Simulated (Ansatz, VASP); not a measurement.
**Two plane-wave programs on BaHfH6**

```
Ba Hf H
1.0
     3.38731    0.00000    0.00000
     0.00000    3.61581    3.96333
     0.00000   -3.61581    3.96333
Ba Hf H
1 1 6
Direct
  0.50000 0.55364 0.55364
  0.00000 0.99744 0.99744
  0.50000 0.76757 0.05696
  0.50000 0.05696 0.76757
  0.50000 0.15710 0.15710
  0.00000 0.86498 0.33981
  0.00000 0.33981 0.86498
  0.00000 0.76254 0.76254
```

Alike in both runs: task relaxation of cell and atoms; functional PBE; k mesh 8 × 6 × 6; no spin polarisation.

```csv
,VASP,Ansatz
version,VASP 6.6.1,Ansatz 0.2.0
potentials or method,"VASP PAW PBE potentials, release 64 (Ba_sv, Hf_pv, H), cutoff 600 eV","scalar-relativistic, plane waves, PAW"
occupations,"gaussian, width 0.01 eV",fixed
valence electrons in the cell,26,42
```

Ansatz gave:

- gap on the k mesh at the Fermi level, each at its own relaxed structure (eV): 2.43
- relaxed volume (Å³/atom): 12.16
- relaxed length of the cell vector where the two differ most in proportion (Å): 3.388

Which values does VASP return?

gap on the k mesh at the Fermi level, each at its own relaxed structure (eV): 2.30; relaxed volume (Å³/atom): 12.25; relaxed length of the cell vector where the two differ most in proportion (Å): 3.398.

VASP's potentials hold 26 valence electrons a cell and Ansatz's 42, so a difference there can come from the potentials and not from the codes.

Spin-orbit coupling is off throughout.
